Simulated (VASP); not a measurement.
**BaTiO3: single point with PBE**

Crystal: BaTiO3.

```
CELL_PARAMETERS angstrom
2.82767 1.63255 2.29455
-2.82767 1.63255 2.29455
0.00000 -3.26511 2.29455
ATOMIC_POSITIONS crystal
Ba 0.99885 0.99885 0.99885
Ti 0.48800 0.48800 0.48800
O 0.50954 0.50954 0.01538
O 0.01538 0.50954 0.50954
O 0.50954 0.01538 0.50954
```

This cell differs from its parent crystal: z stretched by -1 %, then relaxed in part.

```json
{
  "Program": "VASP 6.6.1",
  "Task": "single point",
  "Functional": "PBE",
  "Potentials or basis": "VASP PAW PBE potentials, release 64 (Ba_sv, Ti_sv, O_h)",
  "Cutoff": "910 eV",
  "k mesh": "8 × 8 × 8",
  "Occupations": "fermi-dirac, width 0.02 eV",
  "Spin": "no spin polarisation"
}
```

```json
{
  "Pressure": "7.3 GPa",
  "Largest force": "0.036 eV/Å",
  "Band gap on the k mesh": "2.24 eV (least direct gap 2.60 eV)"
}
```

Forces on the atoms (eV/Å):
```
Ba   0.000  0.000  0.036
Ti   0.000  0.000  0.036
O    0.000  0.002 -0.024
O   -0.002 -0.001 -0.024
O    0.002 -0.001 -0.024
```

Stress tensor (GPa, compression positive):
```
6.56 0.00 0.00
0.00 6.56 0.00
0.00 0.00 8.79
```

Levels at points of the mesh, in eV from the valence-band top:
```tsv
k point	band 16	band 17	band 18	band 19	band 20	band 21	band 22	band 23	band 24	band 25
(0.00, 0.00, 0.00)	-1.27	-1.12	-0.42	-0.36	-0.36	2.24	2.24	2.34	4.38	4.38
(0.50, 0.00, 0.00)	-2.07	-1.78	-1.67	-0.89	-0.83	2.41	3.72	3.81	4.36	6.16
(0.50, 0.50, 0.00)	-2.74	-1.64	-0.88	-0.87	-0.10	3.78	3.80	4.15	5.04	7.86
(0.50, 0.50, 0.50)	-2.41	-2.32	-0.03	-0.03	0.00	4.30	4.44	4.44	6.70	6.70
```

It took 3.6 min on 1 thread of Intel(R) Xeon(R) Platinum 8259CL CPU @ 2.50GHz (Skylake/Cascade Lake) (shared host), peak memory 0.42 GiB.

Caveat: the cell differs from its parent crystal (z stretched by -1 %, then relaxed in part); the cutoff is under 1.25 times the usual one of these potentials, so pressure, stress and relaxed cells hold a basis-set (Pulay) error; the cell stands under pressure; spin-orbit coupling is left out, which moves the levels of the heavy elements. A k mesh can miss the band edges.
